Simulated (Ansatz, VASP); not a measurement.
## One calculation of GaN, two programs

```
Ga N
1.0
     0.00000    1.99653    1.99653
     1.99653    0.00000    1.99653
     1.99653    1.99653    0.00000
Ga N
1 1
Direct
  0.00000 0.00000 0.00000
  0.25000 0.25000 0.25000
```

Alike in both runs: task single point; functional LDA; k mesh 17 × 17 × 17; occupations fermi-dirac, width 0.05 eV; no spin polarisation.

|  | VASP | Ansatz |
| --- | --- | --- |
| version | VASP 6.6.1 | Ansatz 0.2.0 |
| potentials or method | VASP PAW LDA potentials, release 64 (Ga_d, N) | PAW with other files of Ansatz's library (level accurate), scalar-relativistic |
| plane-wave cutoff (eV) | 520 | 1300 |
| valence electrons in the cell | 18 | 26 |

```csv
,VASP,Ansatz,Ansatz less VASP
gap on the k mesh at the Fermi level (eV),3.34,3.35,+0.017
pressure (GPa),137.5,134.9,-2.64
```

LDA's correlation is that of Perdew and Zunger in VASP and of Perdew and Wang (1992) in Ansatz. Both programs put the cell under a high pressure, so it lies far from rest at this level. VASP's potentials hold 18 valence electrons a cell and Ansatz's 26, so a difference there can come from the potentials and not from the codes.

Noted on VASP's run: the cell as given lies far from equilibrium.
